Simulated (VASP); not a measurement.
# HfN (I-4m2) in VASP: notebook

Runs on HfN. Level: LDA. Tasks: single point.

Everything below comes from runs of VASP 6.6.1. Logs are shortened: lines on timing, memory, paths and dates and some standing lists are left out, and cuts for length are marked.

## 1. The cell of the first run

The structure is tetragonal, space group I-4m2 (No. 119). The conventional cell has a = 3.472 Å, b = 3.472 Å, c = 5.155 Å, α = 90.00°, β = 90.00°, γ = 90.00°. Within 2.9 Å of Hf (site symmetry -4m2) lie 4 N at 2.16 Å. Within 2.9 Å of N (site symmetry -4m2) lie 4 Hf at 2.16 Å.

## 2. Single point, LDA (strain +0.000 along x and y, +0.050 along z)

Input file INCAR:

```
  PREC = Accurate
  ENCUT = 520
  EDIFF = 1E-6
  ISMEAR = 0
  SIGMA = 0.15
  LREAL = False
  LASPH = True
  NELM = 60
  ALGO = Normal
  ISIF = 2
  LWAVE = False
  LCHARG = False
  NBANDS = 14
```

Input file KPOINTS:

```
Automatic mesh
0
Gamma
  16 16 16
```

Input file POSCAR:

```
HfN
1.0
    0.0000000000      2.4548220000      2.5775631000
    2.4548220000      0.0000000000      2.5775631000
    2.4548220000      2.4548220000      0.0000000000
Hf N
1 1
Direct
    0.0000000000      0.0000000000      0.0000000000
    0.7500000000      0.7500000000      0.7500000000
```

Potentials or basis: VASP PAW LDA potentials, release 64 (Hf_pv, N).

Launch:

```console
> cat potpaw_LDA.64/Hf_pv/POTCAR potpaw_LDA.64/N/POTCAR > POTCAR
> mpirun -np 1 vasp_std > vasp.out
```

OUTCAR:

```text
PREC = Accurate
   ENCUT = 520
   EDIFF = 1E-6
   ISMEAR = 0
   LREAL = False
   LASPH = True
   NELM = 60
   ISIF = 2

 ion  position               nearest neighbor table
   1  0.000  0.000  0.000-   2 2.16   2 2.16   2 2.16   2 2.16
   2  0.750  0.750  0.750-   1 2.16   1 2.16   1 2.16   1 2.16

  LATTYP: Found a body centered tetragonal cell.
 ALAT       =     3.4716425656
 C/A-ratio  =     1.4849242405

  Lattice vectors:

 A1 = (  -2.4548220000,   0.0000000000,   2.5775631000)
 A2 = (   2.4548220000,   0.0000000000,   2.5775631000)
 A3 = (   0.0000000000,   2.4548220000,  -2.5775631000)

Analysis of symmetry for initial positions (statically):
=====================================================================
 Subroutine PRICEL returns:
 Original cell was already a primitive cell.

 Routine SETGRP: Setting up the symmetry group for a
 body centered tetragonal supercell.

 Subroutine GETGRP returns: Found  8 space group operations
 (whereof  8 operations were pure point group operations)
 out of a pool of 16 trial point group operations.

The static configuration has the point symmetry D_2d.

Analysis of symmetry for dynamics (positions and initial velocities):
=====================================================================
 Subroutine PRICEL returns:
 Original cell was already a primitive cell.

 Routine SETGRP: Setting up the symmetry group for a
 body centered tetragonal supercell.

 Subroutine GETGRP returns: Found  8 space group operations
 (whereof  8 operations were pure point group operations)
 out of a pool of 16 trial point group operations.

The dynamic configuration has the point symmetry D_2d.

 Subroutine INISYM returns: Found  8 space group operations
 (whereof  8 operations are pure point group operations),
 and found     1 'primitive' translations

----------------------------------------------------------------------------------------

                                     Primitive cell

  volume of cell :      31.0656

  direct lattice vectors                    reciprocal lattice vectors
     0.000000000  2.454822000  2.577563100    -0.203680756  0.203680756  0.193981672
     2.454822000  0.000000000  2.577563100     0.203680756 -0.203680756  0.193981672
     2.454822000  2.454822000  0.000000000     0.203680756  0.203680756 -0.193981672

  length of vectors
     3.559491900  3.559491900  3.471642566     0.347275956  0.347275956  0.347275956

  position of ions in fractional coordinates (direct lattice)
     0.000000000  0.000000000  0.000000000
     0.750000000  0.750000000  0.750000000

  ion indices of the primitive-cell ions
   primitive index   ion index
                 1           1
                 2           2

----------------------------------------------------------------------------------------

 KPOINTS: Automatic mesh

Automatic generation of k-mesh.
 Grid dimensions read from file:
 generate k-points for:   16   16   16

 Generating k-lattice:

  Cartesian coordinates                     Fractional coordinates (reciprocal lattice)
    -0.012730047  0.012730047  0.012123855     0.062500000  0.000000000  0.000000000
     0.012730047 -0.012730047  0.012123855     0.000000000  0.062500000  0.000000000
     0.012730047  0.012730047 -0.012123855     0.000000000  0.000000000  0.062500000

  Length of vectors
     0.021704747  0.021704747  0.021704747

  Shift w.r.t. Gamma in fractional coordinates (k-lattice)
     0.000000000  0.000000000  0.000000000

 Subroutine IBZKPT returns following result:
 ===========================================

 Found    349 irreducible k-points:

 Following reciprocal coordinates:
            Coordinates               Weight
  0.000000  0.000000  0.000000      1.000000
  0.062500  0.000000  0.000000      8.000000
  0.125000  0.000000  0.000000      8.000000
  0.187500  0.000000  0.000000      8.000000
  0.250000  0.000000  0.000000      8.000000
  0.312500  0.000000  0.000000      8.000000
[... 16 lines left out ...]
 -0.125000  0.062500  0.000000      8.000000
 -0.062500  0.062500  0.000000      4.000000
 [... further k-points ...]
   k-points           NKPTS =    349   k-points in BZ     NKDIM =    349   number of bands    NBANDS=     14
   number of dos      NEDOS =    301   number of ions     NIONS =      2
   total plane-waves  NPLWV =  21952
   dimension x,y,z NGX =    28 NGY =   28 NGZ =   28
   dimension x,y,z NGXF=    56 NGYF=   56 NGZF=   56
   ions per type =               1   1
   NGX,Y,Z   is equivalent  to a cutoff of  13.08, 13.08, 13.41 a.u.
   NGXF,Y,Z  is equivalent  to a cutoff of  26.15, 26.15, 26.82 a.u.
 SYSTEM =  unknown system
   PREC   = accura    normal or accurate (medium, high low for compatibility)
   ISTART =      0    job   : 0-new  1-cont  2-samecut
   ICHARG =      2    charge: 1-file 2-atom 10-const
   ISPIN  =      1    spin polarized calculation?
   LNONCOLLINEAR =      F non collinear calculations
   LSORBIT =      F    spin-orbit coupling
   LASPH  =      T    aspherical Exc in radial PAW
   ENCUT  =  520.0 eV  38.22 Ry    6.18 a.u.   6.62  6.62  6.45*2*pi/ulx,y,z
   NELM   =     60;   NELMIN=  2; NELMDL= -5     # of ELM steps
   EDIFF  = 0.1E-05   stopping-criterion for ELM
   LREAL  =      F    real-space projection
   EDIFFG = 0.1E-04   stopping-criterion for IOM
   NSW    =      0    number of steps for IOM
   IBRION =     -1    ionic relax: 0-MD 1-quasi-New 2-CG
   NFREE  =      0    steps in history (QN), initial steepest desc. (CG)
   ISIF   =      2    stress and relaxation
   ISYM   =      2    0-nonsym 1-usesym 2-fastsym
   POTIM  = 0.5000    time-step for ionic-motion
   TEBEG  =    0.0;   TEEND  =   0.0 temperature during run
   PSTRESS=    0.0 pullay stress
   NELECT =      15.0000    total number of electrons
   NUPDOWN=      -1.0000    fix difference up-down
   EMIN   =  10.00;   EMAX   =-10.00  energy-range for DOS
   EFERMI =   0.00;   METHOD = LEGACY
   ISMEAR =     0;   SIGMA  =   0.15  broadening in eV -4-tet -1-fermi 0-gaus
   EFERMI_NEDOS =   21; number of points for ismear=-14 and -15
   IALGO  =     38    algorithm
   IMIX   =      4    mixing-type and parameters
     AMIX     =   0.40;   BMIX     =  1.00
     AMIX_MAG =   1.60;   BMIX_MAG =  1.00
  volume/ion in A,a.u.               =      15.53       104.82
  Fermi-wavevector in a.u.,A,eV,Ry     =   1.284336  2.427044 22.443084  1.649520
  Thomas-Fermi vector in A             =   2.416536
   LORBIT       =      0    0 simple, 1 ext, 2 COOP (PROOUT), +10 PAW based schemes
   GGA     = CA    functional components
   LHFCALC =     F    Hartree Fock is set to
   AEXX    =    0.0000 exact exchange contribution
   IVDW    =     0    specifies the selected vdW correction
   LEPSILON=     F    determine dielectric tensor
   LRPA    =     F    only Hartree local field effects (RPA)
 non-spin polarized calculation
 Gauss-broadening in eV      SIGMA  =   0.15
  energy-cutoff  :      520.00
  volume of cell :       31.07
 maximum number of plane-waves:       869
   NGX = 13   NGY = 13   NGZ = 13

 number of electron      14.9999998 magnetization

 Free energy of the ion-electron system (eV)
  ---------------------------------------------------
  ext. energy  EPLUGINS =         0.00000000
  ---------------------------------------------------
  free energy    TOTEN  =       -22.86600254 eV

  energy without entropy =      -22.85780772  energy(sigma->0) =      -22.86190513

 E-fermi :   5.2007     XC(G=0): -11.2802

 val. band max:        5.1990958880   @ k =  -0.3750   0.2500   0.1250
 cond. band min:       5.2070609715   @ k =  -0.2500   0.2500   0.1875
 fundamental gap:      0.0079650835
 Fermi energy:         5.2006631478

 k-point     1 :       0.0000    0.0000    0.0000
  band No.  band energies     occupation
      1     -25.9181      2.00000
      2     -25.9181      2.00000
      3     -25.9111      2.00000
      4     -10.4691      2.00000
      5      -0.1093      2.00000
      6       0.0302      2.00000
      7       0.0302      2.00000
      8       4.4413      2.00000
      9       6.9188      0.00000
     10       7.4773      0.00000
     11      10.9104      0.00000
     12      11.6463      0.00000
     13      11.6463      0.00000
     14      16.3583      0.00000

 k-point     2 :       0.0625    0.0000    0.0000
  band No.  band energies     occupation
      1     -25.9323      2.00000
      2     -25.9197      2.00000
      3     -25.9149      2.00000
      4     -10.4259      2.00000
      5      -0.1465      2.00000
      6      -0.0017      2.00000
      7       0.0589      2.00000
      8       4.6525      2.00000
      9       6.8711      0.00000
     10       7.4042      0.00000
     11      10.9390      0.00000
     12      11.6031      0.00000
     13      11.7189      0.00000
     14      16.3566      0.00000

 k-point     3 :       0.1250    0.0000    0.0000
  band No.  band energies     occupation
      1     -25.9761      2.00000
      2     -25.9242      2.00000
      3     -25.9222      2.00000
      4     -10.3043      2.00000
      5      -0.3328      2.00000
      6       0.0402      2.00000
      7       0.1393      2.00000
      8       5.1975      1.02354
      9       6.7733      0.00000
     10       7.2339      0.00000
     11      10.8775      0.00000
     12      11.5969      0.00000
     13      11.8599      0.00000
     14      16.0072      0.00000
[... 324 lines left out ...]
 k-point    23 :      -0.1250    0.0625    0.0000
  band No.  band energies     occupation
      1     -26.0099      2.00000
      2     -25.9321      2.00000
      3     -25.9238      2.00000
      4     -10.2146      2.00000
      5      -0.4676      2.00000
      6       0.1002      2.00000
      7       0.1801      2.00000
      8       5.5679      0.00053
      9       6.9204      0.00000
     10       7.0061      0.00000
     11      10.9119      0.00000
     12      11.3513      0.00000
     13      12.0543      0.00000
     14      15.4469      0.00000

 k-point    24 :      -0.0625    0.0625    0.0000
  band No.  band energies     occupation
      1     -25.9594      2.00000
      2     -25.9206      2.00000
      3     -25.9201      2.00000
      4     -10.3555      2.00000
      5      -0.2413      2.00000
      6      -0.0023      2.00000
      7       0.0943      2.00000
      8       4.9831      1.95979
      9       6.9672      0.00000
     10       7.1735      0.00000
     11      10.9757      0.00000
     12      11.4415      0.00000
     13      11.8956      0.00000
     14      16.3467      0.00000

 [... further k-points ...]

------------------------ aborting loop because EDIFF is reached ----------------------------------------

  FORCE on cell =-STRESS in cart. coord.  units (eV):
  Direction    XX          YY          ZZ          XY          YZ          ZX
  --------------------------------------------------------------------------------------
  -------------------------------------------------------------------------------------
  Total       -2.9354858     -2.9354858     -4.4831255      0.0000000     -0.0000000     -0.0000000
  in kB     -151.3949003   -151.3949003   -231.2129561      0.0000000     -0.0000000     -0.0000000
  external PRESSURE =    -178.0009189 kB  Pullay stress =       0.0000000 kB

 VOLUME and BASIS-vectors are now :
 -----------------------------------------------------------------------------
  energy-cutoff  :      520.00
  volume of cell :       31.07
      direct lattice vectors                 reciprocal lattice vectors
     0.000000000  2.454822000  2.577563100    -0.203680756  0.203680756  0.193981672
     2.454822000  0.000000000  2.577563100     0.203680756 -0.203680756  0.193981672
     2.454822000  2.454822000  0.000000000     0.203680756  0.203680756 -0.193981672

 POSITION                                       TOTAL-FORCE (eV/Angst)
 -----------------------------------------------------------------------------------
      0.00000      0.00000      0.00000        -0.000000     -0.000000      0.000000
      3.68223      3.68223      3.86634         0.000000      0.000000     -0.000000
 -----------------------------------------------------------------------------------
    total drift:                                0.000000      0.000000      0.000000

  FREE ENERGIE OF THE ION-ELECTRON SYSTEM (eV)
  ---------------------------------------------------
  free  energy   TOTEN  =       -22.8660025371 eV

  energy  without entropy=      -22.8578077152  energy(sigma->0) =      -22.86190513
```

Wall time 77 s (1 thread of AMD EPYC 9R45 (Zen 5), shared host); peak memory 0.24 GiB.

Results:

- Free energy: -22.8660 eV
- Pressure: -17.8 GPa
- Band gap on the k mesh: zero (an odd number of electrons rules out a gap without spin polarisation)

Caveat: the cell differs from its parent crystal (strain +0.000 along x and y, +0.050 along z); the stress differs along the axes, from -23 to -15 GPa; spin-orbit coupling is left out, which moves the levels of the heavy elements; an odd number of electrons without spin polarisation forces a metal; a magnetic or distorted state may lie lower.

## 3. Single point, LDA (strain +0.025 along x and y, +0.000 along z)

Input file INCAR:

```
SYSTEM = HfN
  PREC = Accurate
  ENCUT = 520
  EDIFF = 1E-7
  ISMEAR = 0
  SIGMA = 0.15
  LREAL = .FALSE.
  LASPH = .TRUE.
  NELM = 100
  ALGO = Normal
  ISIF = 2
  LWAVE = .FALSE.
  LCHARG = .FALSE.
  NBANDS = 14
```

Input file KPOINTS:

```
regular mesh
0
G
  16 16 16
  0 0 0
```

Input file POSCAR:

```
HfN
1.0
    0.0000000000      2.5161925500      2.4548220000
    2.5161925500      0.0000000000      2.4548220000
    2.5161925500      2.5161925500      0.0000000000
Hf N
1 1
Direct
    0.0000000000      0.0000000000      0.0000000000
    0.7500000000      0.7500000000      0.7500000000
```

Potentials or basis: VASP PAW LDA potentials, release 64 (Hf_pv, N).

Launch:

```console
> cat potpaw_LDA.64/Hf_pv/POTCAR potpaw_LDA.64/N/POTCAR > POTCAR
> mpirun -np 1 vasp_std > vasp.out
```

Run time: 81 s. Hardware: 1 thread of AMD EPYC 9R45 (Zen 5), shared host; peak memory 0.24 GiB.

The run converged. Its results:

```
Free energy            : -22.8828 eV
Pressure               : -17.8 GPa
Band gap on the k mesh : zero (an odd number of electrons rules out a gap without spin polarisation)
```

Stress tensor (GPa, compression positive):
```
-19.06   0.00   0.00
  0.00 -19.06   0.00
  0.00   0.00 -15.37
```

Levels at points of the mesh, in eV from the Fermi level:
| k point | band 4 | band 5 | band 6 | band 7 | band 8 | band 9 | band 10 | band 11 | band 12 | band 13 |
| --- | --- | --- | --- | --- | --- | --- | --- | --- | --- | --- |
| (0.00, 0.00, 0.00) | -15.67 | -5.24 | -5.24 | -5.18 | -0.74 | 1.86 | 2.14 | 6.09 | 6.09 | 6.46 |
| (0.50, 0.00, 0.00) | -14.65 | -5.57 | -4.74 | -4.62 | 1.44 | 2.46 | 2.49 | 4.03 | 4.90 | 4.94 |
| (0.50, 0.50, 0.00) | -14.32 | -6.60 | -3.56 | -3.56 | -0.97 | 1.99 | 3.64 | 4.33 | 4.33 | 9.73 |
| (0.50, 0.00, 0.50) | -14.30 | -6.66 | -3.53 | -3.45 | -1.12 | 1.92 | 3.67 | 4.30 | 4.34 | 9.28 |

Caveat: the cell differs from its parent crystal (strain +0.025 along x and y, +0.000 along z); the cell stands under tension; spin-orbit coupling is left out, which moves the levels of the heavy elements; an odd number of electrons without spin polarisation forces a metal; a magnetic or distorted state may lie lower.

## 4. Single point, LDA (strain +0.025 along x and y, +0.050 along z)

Input file INCAR:

```
SYSTEM = HfN
ALGO = Normal
EDIFF = 1E-6
ENCUT = 520
GGA = CA
ISIF = 2
ISMEAR = 0
LASPH = .True.
LCHARG = .False.
LREAL = .False.
LWAVE = .False.
NBANDS = 14
NELM = 100
PREC = Accurate
SIGMA = 0.15
```

Input file KPOINTS:

```
k-points
0
Gamma
  16 16 16
  0 0 0
```

Input file POSCAR:

```
HfN
1.0
    0.0000000000      2.5161925500      2.5775631000
    2.5161925500      0.0000000000      2.5775631000
    2.5161925500      2.5161925500      0.0000000000
Hf N
1 1
Direct
    0.0000000000      0.0000000000      0.0000000000
    0.7500000000      0.7500000000      0.7500000000
```

Launch:

```console
> cat potpaw_LDA.64/Hf_pv/POTCAR potpaw_LDA.64/N/POTCAR > POTCAR
> mpirun -np 1 vasp_std > vasp.out
```

Wall time 75 s (1 thread of AMD EPYC 9R45 (Zen 5), shared host); peak memory 0.25 GiB.

It converged, with:

* Free energy: -22.6794 eV
* Pressure: -24.0 GPa
* Band gap on the k mesh: zero (an odd number of electrons rules out a gap without spin polarisation)

Stress tensor (GPa, compression positive):
```
-22.72   0.00   0.00
  0.00 -22.72   0.00
  0.00   0.00 -26.50
```

Levels at points of the mesh, in eV from the Fermi level:
```csv
k point,band 5,band 6,band 7,band 8,band 9,band 10,band 11,band 12
"(0.00, 0.00, 0.00)",-5.05,-4.99,-4.99,-0.85,1.76,2.01,5.68,6.01
"(0.50, 0.00, 0.00)",-5.45,-4.56,-4.44,1.36,2.31,2.35,3.84,4.64
"(0.50, 0.50, 0.00)",-6.43,-3.40,-3.40,-1.13,1.79,3.42,4.05,4.05
"(0.50, 0.00, 0.50)",-6.37,-3.51,-3.43,-0.99,1.82,3.43,4.04,4.09
```

Caveat: the cell differs from its parent crystal (strain +0.025 along x and y, +0.050 along z); the cell stands under tension; spin-orbit coupling is left out, which moves the levels of the heavy elements; an odd number of electrons without spin polarisation forces a metal; a magnetic or distorted state may lie lower.

## 5. Overview

| cell | gap on the mesh (eV) | pressure (GPa) |
| --- | --- | --- |
| a = 3.559, b = 3.559, c = 3.472 Å, angles 60.8, 60.8, 58.4°, 2 atoms | none | -17.8 |
| a = 3.515, b = 3.515, c = 3.558 Å, angles 59.6, 59.6, 60.8°, 2 atoms | none | -17.8 |
| a = 3.602, b = 3.602, c = 3.558 Å, angles 60.4, 60.4, 59.2°, 2 atoms | none | -24.0 |

Alike in all rows: task single point; level LDA; potentials or basis VASP PAW LDA potentials, release 64 (Hf_pv, N); no spin polarisation; k mesh 16 × 16 × 16; cutoff (eV) 520; smearing gaussian 0.15 eV.

Caveats: spin-orbit coupling is left out, which moves the levels of the heavy elements; an odd number of electrons without spin polarisation forces a metal; a magnetic or distorted state may lie lower; the cell stands under tension (at least some runs); the stress differs along the axes, from -23 to -15 GPa (at least some runs).

Total energies depend on the potentials used, so only differences within one code and one set of settings carry meaning.

The gap in the log of VASP goes by the Fermi energy; the results here count the filled bands.